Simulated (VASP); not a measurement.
Runs of VASP 6.6.1 on V. The structure is that of space group Pm-3m (No. 221), or close to it. The cells are those of the table. 

```tsv
cell	cutoff (eV)	gap on the mesh (eV)	pressure (GPa)
a = 2.221 Å, 1 atom	500	none	61.9
a = 2.312 Å, 1 atom	500	none	25.4
a = 2.122 Å, 1 atom	500	none	(a)
a = 2.413 Å, 1 atom	520	none	0.3
```

Alike in all rows: task single point; level PBEsol; potentials or basis VASP PAW PBE potentials, release 64 (V_sv); no spin polarisation; k mesh 17 × 17 × 17; smearing fermi-dirac 0.1 eV.

Question: Estimate the missing entries.

Answer: (a) 124.4.

Caveats: the PAW data sets were made with another functional, which shifts forces and pressure a little.

A gap of «none» marks levels without a gap at the run's occupations.
